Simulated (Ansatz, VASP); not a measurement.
# Two plane-wave programs on BN

```xyz
4
Lattice="2.5539 0.0000 0.0000 -1.2770 2.2118 0.0000 0.0000 0.0000 4.2269" Properties=species:S:1:pos:R:3 pbc="T T T"
B     1.2770    0.7373    4.2257
B     0.0000    1.4745    2.1123
N     1.2770    0.7373    2.4180
N     0.0000    1.4745    0.3045
```

Change from the starting cell: all N atoms moved -0.225 Å, as atom 3 along Cartesian [0 0 1].

Alike in both runs: task single point; functional r2SCAN; k mesh 12 × 12 × 6; occupations gaussian, width 0.05 eV; no spin polarisation.

```csv
,VASP,Ansatz
version,VASP 6.6.1,Ansatz 0.2.0
potentials or method,"VASP PAW PBE potentials, release 64 (B_h, N_h), cutoff 910 eV","scalar-relativistic, plane waves, PAW"
valence electrons in the cell,16,16
```

|  | VASP | Ansatz | Ansatz less VASP |
| --- | --- | --- | --- |
| gap on the k mesh at the Fermi level (eV) | 5.00 | 5.02 | +0.012 |
| least direct gap on the mesh (eV) | 7.37 | 7.38 | +0.009 |
| rms of the force components (eV/Å) | 1.497 | 1.492 | -0.0051 |

VASP's potentials were made for PBE, not for r2SCAN. Atom by atom the forces differ by 0.005 eV/Å (rms over components). The functional is the same, so the differences come from potentials, cutoffs and numerics.

Noted on VASP's run: the cutoff is short for stress, so the pressure is rough.
